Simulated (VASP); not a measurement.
Write the native input for VASP 6.6.1 that does the following.

- Task: single point
- Functional: PBE
- Potentials or basis: VASP PAW PBE potentials, release 64 (Mn_pv, S)
- Cutoff: 520 eV
- k mesh: 14 × 14 × 14
- Occupations: fermi-dirac, width 0.02 eV
- Spin: collinear spin, ferromagnetic start
- Starting moments: [4.0, 0.0] μB
- Dipole correction: no
- Further INCAR settings: ALGO = Normal; EDIFF = 1e-07; NBANDS = 20

The structure of MnS lies in POSCAR:

```
MnS
1.0
    0.0000000000      2.6045000000      2.6045000000
    2.6045000000      0.0000000000      2.6045000000
    2.6045000000      2.6045000000      0.0000000000
Mn S
1 1
Direct
    0.0000000000      0.0000000000      0.0000000000
    0.5000000000      0.5000000000      0.5000000000
```

One way to write it, as run:

INCAR

```
PREC = Accurate
ENCUT = 520
EDIFF = 1E-7
ISMEAR = -1
SIGMA = 0.02
LREAL = F
LASPH = T
NELM = 150
ALGO = Normal
ISIF = 2
LWAVE = F
LCHARG = F
ISPIN = 2
MAGMOM = 4 0
LORBIT = 11
LMAXMIX = 4
GGA = PE
NBANDS = 20
```

KPOINTS

```
regular mesh
0
Gamma
  14 14 14
```

Potentials or basis: VASP PAW PBE potentials, release 64 (Mn_pv, S).

Launch:

```bash
$ cat potpaw_PBE.64/Mn_pv/POTCAR potpaw_PBE.64/S/POTCAR > POTCAR
$ mpirun -np 1 vasp_std > vasp.out
```

It gave:

| Property | Result |
| --- | --- |
| Pressure | -3.1 GPa |
| Net moment | 4.70 μB per cell |
| Site moments | Mn +4.25; S +0.10 μB |
| Valence electrons inside the program's atomic spheres | Mn 11.31; S 3.73 |

Caveat: a cell with one magnetic atom can't hold antiferromagnetic order, which such compounds often take.

Wall time 4 min on 1 thread of AMD EPYC 7R13 Processor (Zen 3), with other jobs on the host, peak memory 0.21 GiB.
